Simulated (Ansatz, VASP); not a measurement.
**GeSb2Te4: VASP beside Ansatz**

INCAR

```
SYSTEM = GeSb2Te4
ALGO = Normal
EDIFF = 1E-6
ENCUT = 520
GGA = PE
ISIF = 2
ISMEAR = 0
LASPH = .True.
LCHARG = .False.
LREAL = .False.
LWAVE = .False.
NBANDS = 33
NELM = 80
PREC = Accurate
SIGMA = 0.05
```

KPOINTS

```
k-points
0
Gamma
  18 18 1
  0 0 0
```

POSCAR

```
GeSb2Te4
1.0
    4.3094601600      0.0000000000      0.0000000000
   -2.1547300800      3.7321019800      0.0000000000
    0.0000000000      0.0000000000     24.0229565100
Ge Sb Te
1 2 4
Direct
    0.3333333300      0.6666666700      0.3296159700
    0.0000000000      0.0000000000      0.6583224800
    0.6666666700      0.3333333300      0.4930936800
    0.6666666700      0.3333333300      0.2705745200
    0.6666666700      0.3333333300      0.7294254800
    0.3333333300      0.6666666700      0.5741669800
    0.0000000000      0.0000000000      0.4208973300
```

Input for Ansatz:

```yaml
crystal:
  lattice:
    - [4.30946016, 0.0, 0.0]
    - [-2.15473008, 3.73210198, 0.0]
    - [0.0, 0.0, 24.02295651]
  atoms:
    - { symbol: Ge, position: [0.33333333, 0.66666667, 0.32961597] }
    - { symbol: Sb, position: [0.0, 0.0, 0.65832248] }
    - { symbol: Sb, position: [0.66666667, 0.33333333, 0.49309368] }
    - { symbol: Te, position: [0.66666667, 0.33333333, 0.27057452] }
    - { symbol: Te, position: [0.66666667, 0.33333333, 0.72942548] }
    - { symbol: Te, position: [0.33333333, 0.66666667, 0.57416698] }
    - { symbol: Te, position: [0.0, 0.0, 0.42089733] }
basis:
  ecutwfc: 420
kpoints:
  mp_grid: { grid: [18, 18, 1] }
hamiltonian:
  xc: pbe
scf:
  occupations: { method: gaussian, width: 0.05 }
output:
  forces: true
  eigenvalues: true
  eigenstates:
    nscf_kmesh: { grid: [54, 54, 1] }
    top_band: c6
    de_dk: true
    localisation: true
checkpoint:
  write: ck
  compress: false
  write_wavefunctions: false
  write_every: 100000
```

Alike in both runs: task single point; functional PBE; k mesh 18 × 18 × 1; occupations gaussian, width 0.05 eV; no spin polarisation.

|  | VASP | Ansatz |
| --- | --- | --- |
| version | VASP 6.6.1 | Ansatz 0.2.0 |
| potentials or method | VASP PAW PBE potentials, release 64 (Ge_d, Sb, Te), cutoff 520 eV | scalar-relativistic, plane waves, PAW |
| valence electrons in the cell | 48 | 108 |

VASP gave:

| Quantity | Value |
| --- | --- |
| rms of the force components (eV/Å) | 0.070 |

**Question.** What did Ansatz give for the same quantities?

**Answer.** rms of the force components (eV/Å): 0.074.

Atom by atom the forces differ by 0.009 eV/Å (rms over components). With one functional, cell and mesh, what is left measures potentials, basis and numerics. VASP's potentials hold 48 valence electrons a cell and Ansatz's 108, so a difference there can come from the potentials and not from the codes.

Spin-orbit coupling is off throughout.
